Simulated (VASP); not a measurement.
Crystal: Si2W.

```
W Si
1.0
    -1.60690    1.60690    3.91495
     1.60690   -1.60690    3.91495
     1.60690    1.60690   -3.91495
W Si
1 2
Direct
  0.00000 0.00000 0.00000
  0.66530 0.66530 0.00000
  0.33470 0.33470 0.00000
```

Base run:

* Program: VASP 6.6.1
* Functional: PBE
* Potentials or basis: VASP PAW PBE potentials, release 64 (W_sv, Si)
* Cutoff: 520 eV
* k mesh: 12 × 12 × 12
* Occupations: fermi-dirac, width 0.05 eV
* Spin: no spin polarisation
* Hubbard terms: W d U = 2.0 eV

Its results: band gap on the k mesh zero (bands 11 and 12 overlap by 1.30 eV); pressure 5.2 GPa; largest force 0.065 eV/Å.

Question: The run is repeated on the same cell with these changes: hubbard terms from W d U = 2.0 eV to W d U = 1.0 eV. What comes out?

Answer: Band gap on the k mesh zero (bands 11 and 12 overlap by 1.30 eV); pressure 4.2 GPa; largest force 0.073 eV/Å.

Caveats: the cell stands under pressure; spin-orbit coupling is left out, which moves the levels of the heavy elements; U without spin polarisation on a metal has little footing; the U is typed as a test and isn't derived for this compound.
